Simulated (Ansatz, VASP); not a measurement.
## Ge: VASP beside Ansatz

```
Ge
1.0
     2.68530    0.00000    0.00000
    -1.34265    2.32554    0.00000
     0.00000    0.00000    4.39876
Ge
2
Direct
  0.33333 0.66667 0.25000
  0.66667 0.33333 0.75000
```

Change from the starting cell: volume scaled by 0.75, LAPW.

Alike in both runs: task single point; functional PBEsol; k mesh 16 × 16 × 9; occupations fermi-dirac, width 0.08 eV; no spin polarisation.

|  | VASP | Ansatz |
| --- | --- | --- |
| version | VASP 6.6.1 | Ansatz 0.2.0 |
| potentials or method | VASP PAW PBE potentials, release 64 (Ge_d), cutoff 520 eV | all-electron LAPW, scalar-relativistic |

VASP gave:

```
pressure (GPa)                                                : 41.3
traceless stress, the component that is largest in VASP (GPa) : -0.11
```

Which values does Ansatz return?

Pressure (GPa): 41.2; traceless stress, the component that is largest in VASP (GPa): -0.09.

VASP's potentials were made for PBE, not for PBEsol. Both programs put the cell under a high pressure, so it lies far from rest at this level. Ansatz ran all-electron here, and VASP with PAW potentials.
